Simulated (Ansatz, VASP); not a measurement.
# Si2Te in VASP and in Ansatz

INCAR

```
SYSTEM = Si2Te
PREC = Accurate
ENCUT = 520
EDIFF = 1E-6
ISMEAR = 0
SIGMA = 0.1
LREAL = .FALSE.
LASPH = .TRUE.
NELM = 80
ALGO = Normal
ISIF = 2
LWAVE = .FALSE.
LCHARG = .FALSE.
GGA = PE
NBANDS = 14
```

KPOINTS

```
Automatic mesh
0
G
  6 6 6
  0 0 0
```

File POSCAR:

```
Si2Te
1.0
    4.7068074900      0.0000000000      0.0000000000
   -2.3534037400      4.0762148600      0.0000000000
    0.0000000000      0.0000000000      3.3280545100
Si Te
2 1
Direct
    0.3333333300      0.6666666700      0.5000000000
    0.6666666700      0.3333333300      0.5000000000
    0.0000000000      0.0000000000      0.0000000000
```

Input for Ansatz:

```yaml
crystal:
  lattice:
    - [4.70680749, 0.0, 0.0]
    - [-2.35340374, 4.07621486, 0.0]
    - [0.0, 0.0, 3.32805451]
  atoms:
    - { symbol: Si, position: [0.33333333, 0.66666667, 0.5] }
    - { symbol: Si, position: [0.66666667, 0.33333333, 0.5] }
    - { symbol: Te, position: [0.0, 0.0, 0.0] }
basis:
  ecutwfc: 420
kpoints:
  mp_grid: { grid: [6, 6, 6] }
hamiltonian:
  xc: pbe
scf:
  occupations: { method: gaussian, width: 0.1 }
  lower_state_search: "off"
output:
  forces: true
  stress: true
  eigenvalues: true
```

Change from the starting cell: species swapped into the DyCd2 type (P6/mmm, No. 191).

Alike in both runs: task single point; functional PBE; k mesh 6 × 6 × 6; occupations gaussian, width 0.1 eV; no spin polarisation.

|  | VASP | Ansatz |
| --- | --- | --- |
| version | VASP 6.6.1 | Ansatz 0.2.0 |
| potentials or method | VASP PAW PBE potentials, release 64 (Si, Te), cutoff 520 eV | scalar-relativistic, plane waves, PAW |
| valence electrons in the cell | 14 | 24 |

Ansatz gave:

* gap on the k mesh at the Fermi level (eV): none
* pressure (GPa): -3.8
* traceless stress, the component that is largest in VASP (GPa): 6.35

Q: Which values does VASP return?

A: gap on the k mesh at the Fermi level (eV): none; pressure (GPa): -3.9; traceless stress, the component that is largest in VASP (GPa): 6.35.

A gap of «none» marks a metal or a gap that the smearing closes. VASP's potentials hold 14 valence electrons a cell and Ansatz's 24, so a difference there can come from the potentials and not from the codes.

Spin-orbit coupling is off throughout.
